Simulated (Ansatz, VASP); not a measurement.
# TaC: VASP beside Ansatz

```xyz
2
Lattice="0.0000 2.2270 2.2270 2.2270 0.0000 2.2270 2.2270 2.2270 0.0000" Properties=species:S:1:pos:R:3 pbc="T T T"
Ta    0.0000    0.0000    0.0000
C     2.2270    2.2270    2.2270
```

Alike in both runs: task single point; functional PBE; k mesh 12 × 12 × 12; occupations methfessel-paxton of order 1, width 0.15 eV; no spin polarisation.

|  | VASP | Ansatz |
| --- | --- | --- |
| version | VASP 6.6.1 | Ansatz 0.2.0 |
| potentials or method | VASP PAW PBE potentials, release 64 (Ta_pv, C), cutoff 600 eV | PAW, plane waves, scalar-relativistic |
| valence electrons in the cell | 15 | 17 |

VASP gave:

* pressure (GPa): 5.5

Task: Estimate Ansatz's values.

Result: Pressure (GPa): 4.9.

With one functional, cell and mesh, what is left measures potentials, basis and numerics. VASP's potentials hold 15 valence electrons a cell and Ansatz's 17, so a difference there can come from the potentials and not from the codes.

Neither program's run includes spin-orbit coupling.
